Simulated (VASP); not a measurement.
Wanted: the native input for a VASP 6.6.1 run.

```
Task                   : electric field gradients
Functional             : PBEsol
Potentials or basis    : VASP PAW PBE potentials, release 64 (Re)
Cutoff                 : 520 eV
k mesh                 : 14 × 14 × 14
Occupations            : fermi-dirac, width 0.05 eV
Spin                   : no spin polarisation
Dipole correction      : no
Further INCAR settings : ALGO = Normal; EDIFF = 1e-08; NBANDS = 10
```

The structure of Re lies in POSCAR:

```
Re
1.0
    0.0000000000      1.9683945995      1.9683945995
    1.9683945995      0.0000000000      1.9683945995
    1.9683945995      1.9683945995      0.0000000000
Re
1
Direct
    0.0000000000      0.0000000000      0.0000000000
```

This cell differs from its parent crystal: volume scaled by 0.99.

The input as run:

INCAR

```
PREC = Accurate ; ENCUT = 520
EDIFF = 1E-8 ; ISMEAR = -1
SIGMA = 0.05 ; LREAL = F
LASPH = T ; NELM = 60
ALGO = Normal ; ISIF = 2
LWAVE = F ; LCHARG = F
GGA = PS ; LEFG = T
NBANDS = 10
```

KPOINTS

```
Automatic mesh
0
Gamma
  14 14 14
```

Potentials or basis: VASP PAW PBE potentials, release 64 (Re).

Launch:

```bash
$ cat potpaw_PBE.64/Re/POTCAR > POTCAR
$ mpirun -np 1 vasp_std > vasp.out
```

It gave:

```yaml
Pressure: -15.8 GPa
```

Caveat: without QUAD_EFG the Cq values of the log hold for a quadrupole moment of 1 mb, not for the nuclei; the PAW data sets were made with another functional, which shifts forces and pressure a little.

Wall time 20 s on 1 thread of Intel(R) Xeon(R) Platinum 8488C (Sapphire Rapids), with other jobs on the host, peak memory 0.15 GiB.
